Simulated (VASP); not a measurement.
**ZnO: relaxation of the atoms with PBE**

Crystal: ZnO.

```
Zn O
1.0
     3.20548    0.00000    0.00000
    -1.60274    2.77603    0.00000
     0.00000    0.00000    5.13347
Zn O
2 2
Direct
  0.33333 0.66667 0.00048
  0.66667 0.33333 0.50048
  0.33333 0.66667 0.38162
  0.66667 0.33333 0.88162
```

| Quantity | Value |
| --- | --- |
| Program | VASP 6.6.1 |
| Task | relaxation of the atoms |
| Functional | PBE |
| Potentials or basis | VASP PAW PBE potentials, release 64 (Zn, O) |
| Cutoff | 520 eV |
| k mesh | 11 × 11 × 6 |
| Occupations | fermi-dirac, width 0.02 eV |
| Spin | no spin polarisation |
| Dipole correction | no |
| Further INCAR settings | ALGO = Normal; EDIFF = 1e-07; IBRION = 2; EDIFFG = -0.02; NSW = 80 |

```
Pressure after relaxing      : 13.0 GPa
Largest force after relaxing : 0.004 eV/Å
Band gap on the k mesh       : 0.85 eV
```

Forces on the atoms (eV/Å):
```
Zn   0.000  0.000 -0.004
Zn   0.000  0.000 -0.004
O    0.000  0.000  0.004
O    0.000  0.000  0.004
```

Stress tensor (GPa, compression positive):
```
12.73  0.00  0.00
 0.00 12.73  0.00
 0.00  0.00 13.40
```

Final structure:
```
CELL_PARAMETERS angstrom
3.20548 0.00000 0.00000
-1.60274 2.77603 0.00000
0.00000 0.00000 5.13347
ATOMIC_POSITIONS crystal
Zn 0.33333 0.66667 0.00048
Zn 0.66667 0.33333 0.50048
O 0.33333 0.66667 0.38162
O 0.66667 0.33333 0.88162
```

Levels at points of the mesh, in eV from the valence-band top:
```
           k point  band 15  band 16  band 17  band 18  band 19  band 20  band 21  band 22
(0.00, 0.00, 0.00)    -0.84    -0.10     0.00     0.00     0.85     5.35     8.39    13.05
(0.00, 0.00, 0.50)    -0.42    -0.42    -0.42    -0.42     3.56     3.56    10.27    10.27
```

Run time: 66 s on 1 thread of Intel(R) Xeon(R) Platinum 8488C (Sapphire Rapids), on a shared host, peak memory 0.19 GiB.

Caveat: the relaxation stopped at its first step, so nothing moved.
